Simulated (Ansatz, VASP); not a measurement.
CuO: VASP beside Ansatz

```xyz
4
Lattice="2.3366 -1.7385 0.0000 2.3366 1.7385 0.0000 -0.7622 0.0000 5.0619" Properties=species:S:1:pos:R:3 pbc="T T T"
Cu    1.1683    0.8692    0.0000
Cu    0.7872   -0.8692    2.5310
O     2.1461   -0.1679    1.2655
O     1.7650    0.1679    3.7965
```

Alike in both runs: task single point; functional PBE; k mesh 7 × 7 × 4; occupations fermi-dirac, width 0.03 eV; no spin polarisation.

|  | VASP | Ansatz |
| --- | --- | --- |
| version | VASP 6.6.1 | Ansatz 0.2.0 |
| potentials or method | VASP PAW PBE potentials, release 64 (Cu_sv_GW, O), cutoff 820 eV | PAW, plane waves, scalar-relativistic |
| valence electrons in the cell | 50 | 50 |

```csv
,VASP,Ansatz,Ansatz less VASP
pressure (GPa),6.2,7.1,+0.87
"traceless stress, the component that is largest in VASP (GPa)",-2.34,-2.34,-0.001
rms of the force components (eV/Å),0.070,0.066,-0.0038
```

Atom by atom the forces differ by 0.004 eV/Å (rms over components).
